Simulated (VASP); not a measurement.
# H2Se (P6/mmm) in VASP: relaxation of cell and atoms with PBE

Aim: the relaxation of cell and atoms of H2Se with PBE.

Everything below comes from runs of VASP 6.6.1. Logs are shortened: lines on timing, memory, paths and dates and some standing lists are left out, and cuts for length are marked.

### 1 The cell of the first run

The structure is hexagonal, space group P6/mmm (No. 191). The conventional cell has a = 3.554 Å, b = 3.554 Å, c = 2.541 Å, α = 90.00°, β = 90.00°, γ = 120.00°. H (site symmetry -6m2) has 5 H at 2.05 to 2.54 Å and 6 Se at 2.41 Å within 2.7 Å. Se (site symmetry 6/mmm) has 12 H at 2.41 Å and 2 Se at 2.54 Å within 3.2 Å.

### 2 Relaxation of cell and atoms, PBE

Contents of INCAR:

```
SYSTEM = H2Se
PREC = Accurate ; ENCUT = 600
EDIFF = 1E-7 ; ISMEAR = 0
SIGMA = 0.1 ; LREAL = .FALSE.
LASPH = .TRUE. ; NELM = 60
ALGO = Normal ; ISIF = 3
LWAVE = .FALSE. ; LCHARG = .FALSE.
GGA = PE ; IBRION = 2
NSW = 100 ; EDIFFG = -0.01
```

Contents of KPOINTS:

```
regular mesh
0
G
  18 18 18
  0 0 0
```

Contents of POSCAR:

```
H2Se
1.0
    3.5535597676      0.0000000000      0.0000000000
   -1.7767798838      3.0774730326      0.0000000000
    0.0000000000      0.0000000000      2.5407978671
H Se
2 1
Direct
    0.3333333333      0.6666666667      0.5000000000
    0.6666666667      0.3333333333      0.5000000000
    0.0000000000      0.0000000000      0.0000000000
```

Potentials or basis: VASP PAW PBE potentials, release 64 (H, Se).

Started as:

```
$ cat potpaw_PBE.64/H/POTCAR potpaw_PBE.64/Se/POTCAR > POTCAR
$ mpirun -np 1 vasp_std > vasp.out
```

OUTCAR:

```text
SYSTEM = H2Se
   PREC = Accurate
   ENCUT = 600
   EDIFF = 1E-7
   ISMEAR = 0
   LREAL = .FALSE.
   LASPH = .TRUE.
   NELM = 60
   ISIF = 3
   GGA = PE
   IBRION = 2
   NSW = 100
   EDIFFG = -0.01

 ion  position               nearest neighbor table
   1  0.333  0.667  0.500-
   2  0.667  0.333  0.500-
   3  0.000  0.000  0.000-

  LATTYP: Found a hexagonal cell.
 ALAT       =     3.5535597676
 C/A-ratio  =     0.7150007410

  Lattice vectors:

 A1 = (   3.5535597676,   0.0000000000,   0.0000000000)
 A2 = (  -1.7767798838,   3.0774730326,   0.0000000000)
 A3 = (   0.0000000000,   0.0000000000,   2.5407978671)

Analysis of symmetry for initial positions (statically):
=====================================================================
 Subroutine PRICEL returns:
 Original cell was already a primitive cell.

 Routine SETGRP: Setting up the symmetry group for a
 hexagonal supercell.

 Subroutine GETGRP returns: Found 24 space group operations
 (whereof 24 operations were pure point group operations)
 out of a pool of 24 trial point group operations.

The static configuration has the point symmetry D_6h.

Analysis of symmetry for dynamics (positions and initial velocities):
=====================================================================
 Subroutine PRICEL returns:
 Original cell was already a primitive cell.

 Routine SETGRP: Setting up the symmetry group for a
 hexagonal supercell.

 Subroutine GETGRP returns: Found 24 space group operations
 (whereof 24 operations were pure point group operations)
 out of a pool of 24 trial point group operations.

The dynamic configuration has the point symmetry D_6h.

 Subroutine INISYM returns: Found 24 space group operations
 (whereof 24 operations are pure point group operations),
 and found     1 'primitive' translations

----------------------------------------------------------------------------------------

                                     Primitive cell

  volume of cell :      27.7861

  direct lattice vectors                    reciprocal lattice vectors
     3.553559768  0.000000000  0.000000000     0.281407959  0.162470961  0.000000000
    -1.776779884  3.077473033  0.000000000     0.000000000  0.324941921  0.000000000
     0.000000000  0.000000000  2.540797867     0.000000000  0.000000000  0.393577157

  length of vectors
[... 87 lines left out ...]
   NSW    =    100    number of steps for IOM
   IBRION =      2    ionic relax: 0-MD 1-quasi-New 2-CG
   NFREE  =      1    steps in history (QN), initial steepest desc. (CG)
   ISIF   =      3    stress and relaxation
   ISYM   =      2    0-nonsym 1-usesym 2-fastsym
   POTIM  = 0.5000    time-step for ionic-motion
   TEBEG  =    0.0;   TEEND  =   0.0 temperature during run
   PSTRESS=    0.0 pullay stress
   NELECT =       8.0000    total number of electrons
   NUPDOWN=      -1.0000    fix difference up-down
   EMIN   =  10.00;   EMAX   =-10.00  energy-range for DOS
   EFERMI =   0.00;   METHOD = LEGACY
   ISMEAR =     0;   SIGMA  =   0.10  broadening in eV -4-tet -1-fermi 0-gaus
   EFERMI_NEDOS =   21; number of points for ismear=-14 and -15
   IALGO  =     38    algorithm
   IMIX   =      4    mixing-type and parameters
     AMIX     =   0.40;   BMIX     =  1.00
     AMIX_MAG =   1.60;   BMIX_MAG =  1.00
  volume/ion in A,a.u.               =       9.26        62.50
  Fermi-wavevector in a.u.,A,eV,Ry     =   1.081008  2.042809 15.899467  1.168578
  Thomas-Fermi vector in A             =   2.217013
   LORBIT       =      0    0 simple, 1 ext, 2 COOP (PROOUT), +10 PAW based schemes
   GGA     = PE    functional components
   LHFCALC =     F    Hartree Fock is set to
   AEXX    =    0.0000 exact exchange contribution
   IVDW    =     0    specifies the selected vdW correction
   LEPSILON=     F    determine dielectric tensor
   LRPA    =     F    only Hartree local field effects (RPA)
 conjugate gradient relaxation of ions
 non-spin polarized calculation
 Gauss-broadening in eV      SIGMA  =   0.10
  energy-cutoff  :      600.00
  volume of cell :       27.79
 maximum number of plane-waves:       946
   NGX = 15   NGY = 15   NGZ = 11

--------------------------------------- Ionic step        1  -------------------------------------------

 number of electron       8.0000001 magnetization

 Free energy of the ion-electron system (eV)
  ---------------------------------------------------
  ext. energy  EPLUGINS =         0.00000000
  ---------------------------------------------------
  free energy    TOTEN  =        -6.48047480 eV

  energy without entropy =       -6.47450254  energy(sigma->0) =       -6.47748867

------------------------ aborting loop because EDIFF is reached ----------------------------------------

  FORCE on cell =-STRESS in cart. coord.  units (eV):
  Direction    XX          YY          ZZ          XY          YZ          ZX
  --------------------------------------------------------------------------------------
  -------------------------------------------------------------------------------------
  Total       -0.8139370     -0.8139370      1.8505993      0.0000000     -0.0000000      0.0000000
  in kB      -46.9324660    -46.9324660    106.7075081      0.0000000     -0.0000000      0.0000000
  external PRESSURE =       4.2808587 kB  Pullay stress =       0.0000000 kB
[... 209 lines left out ...]
--------------------------------------- Ionic step        7  -------------------------------------------

 number of electron       8.0000001 magnetization

 E-fermi :   4.3900     XC(G=0): -10.5344

 val. band max:        4.3817260503   @ k =   0.1111   0.0000   0.2222
 cond. band min:       4.3916445781   @ k =   0.2222   0.1111   0.5000
 fundamental gap:      0.0099185278
 Fermi energy:         4.3900167757

 k-point     1 :       0.0000    0.0000    0.0000
  band No.  band energies     occupation
      1     -11.5036      2.00000
      2       2.4118      2.00000
      3       4.0466      2.00000
      4       4.0466      2.00000
      5       5.7857      0.00000
      6       6.6477      0.00000
      7      11.7791      0.00000
      8      12.4216      0.00000
[... 326 lines left out ...]
--------------------------------------- Ionic step        9  -------------------------------------------

 number of electron       7.9999999 magnetization

 Free energy of the ion-electron system (eV)
  ---------------------------------------------------
  ext. energy  EPLUGINS =         0.00000000
  ---------------------------------------------------
  free energy    TOTEN  =        -6.63245594 eV

  energy without entropy =       -6.62741351  energy(sigma->0) =       -6.62993473

 E-fermi :   5.0069     XC(G=0): -10.7788

 val. band max:        5.0041847623   @ k =   0.4444   0.0000   0.4444
 cond. band min:       5.0177309798   @ k =   0.2778   0.0556   0.0000
 fundamental gap:      0.0135462175
 Fermi energy:         5.0068693440

 k-point     1 :       0.0000    0.0000    0.0000
  band No.  band energies     occupation
      1     -11.3642      2.00000
      2       3.1725      2.00000
      3       4.8805      1.92613
      4       4.8805      1.92613
      5       6.1222      0.00000
      6       7.5201      0.00000
      7      12.1736      0.00000
      8      13.2109      0.00000
[... 283 lines left out ...]
  FREE ENERGIE OF THE ION-ELECTRON SYSTEM (eV)
  ---------------------------------------------------
  free  energy   TOTEN  =        -6.6324559450 eV

  energy  without entropy=       -6.6274135063  energy(sigma->0) =       -6.62993473

 reached required accuracy - stopping structural energy minimisation
```

OSZICAR:

```text
N       E                     dE             d eps       ncg     rms          rms(c)
DAV:   1     0.117264068396E+02    0.11726E+02   -0.41914E+03  5920   0.974E+02
DAV:   2    -0.625817759934E+01   -0.17985E+02   -0.17533E+02  8928   0.960E+01
DAV:   3    -0.654882484736E+01   -0.29065E+00   -0.28991E+00  6736   0.148E+01
[... 82 lines left out ...]
DAV:   3    -0.663247824008E+01    0.89692E-04   -0.38523E-04  7000   0.150E-01    0.360E-02
DAV:   4    -0.663245675914E+01    0.21481E-04   -0.53979E-05  7968   0.470E-02    0.941E-03
DAV:   5    -0.663245624138E+01    0.51776E-06   -0.61414E-06  6864   0.155E-02    0.478E-03
DAV:   6    -0.663245602046E+01    0.22092E-06   -0.39774E-07  6840   0.449E-03    0.143E-03
DAV:   7    -0.663245594497E+01    0.75485E-07   -0.43679E-08  3184   0.135E-03
   9 F= -.66324559E+01 E0= -.66299347E+01  d E =-.180342E-01
```

It took 11 min on 1 thread of Oxide Virtual Turin-like, shared host; peak memory 0.21 GiB.

What came out:

- Free energy: -6.6325 eV
- Relaxed volume: 8.80 Å³/atom
- Relaxed cell: a = 3.274 Å, b = 3.274 Å, c = 2.844 Å, α = 90.00°, β = 90.00°, γ = 120.00°
- Space group after relaxing (to 0.05 Å): P6/mmm (No. 191)
- Energy gained by relaxing: 50.7 meV/atom
- Ionic steps: 9
- Pressure after relaxing: 0.0 GPa
- Band gap on the k mesh: zero (band 4 reaches 7.67 eV, above the bottom of band 5 at 1.81 eV)

The path:
| step | energy change (eV) | largest force (eV/Å) | pressure (GPa) | volume (Å³) |
| --- | --- | --- | --- | --- |
| 1 | 0.0000 | 0.0000 | 0.43 | 27.79 |
| 2 | -0.0591 | 0.0000 | -1.05 | 27.87 |
| 3 | -0.1119 | 0.0000 | -2.75 | 27.93 |
| 4 | -0.1266 | 0.0000 | -4.30 | 27.83 |
| 5 | -0.1324 | 0.0000 | -3.95 | 27.89 |
| 6 | -0.1314 | 0.0000 | -3.50 | 27.93 |
| 7 | -0.1339 | 0.0000 | -3.67 | 27.92 |
| 8 | -0.1517 | 0.0000 | -0.50 | 26.58 |
| 9 | -0.1520 | 0.0000 | -0.01 | 26.40 |

Final structure:
```
CELL_PARAMETERS angstrom
3.27399 0.00000 0.00000
-1.63699 2.83536 0.00000
0.00000 0.00000 2.84375
ATOMIC_POSITIONS crystal
H 0.33333 0.66667 0.50000
H 0.66667 0.33333 0.50000
Se 0.00000 0.00000 0.00000
```
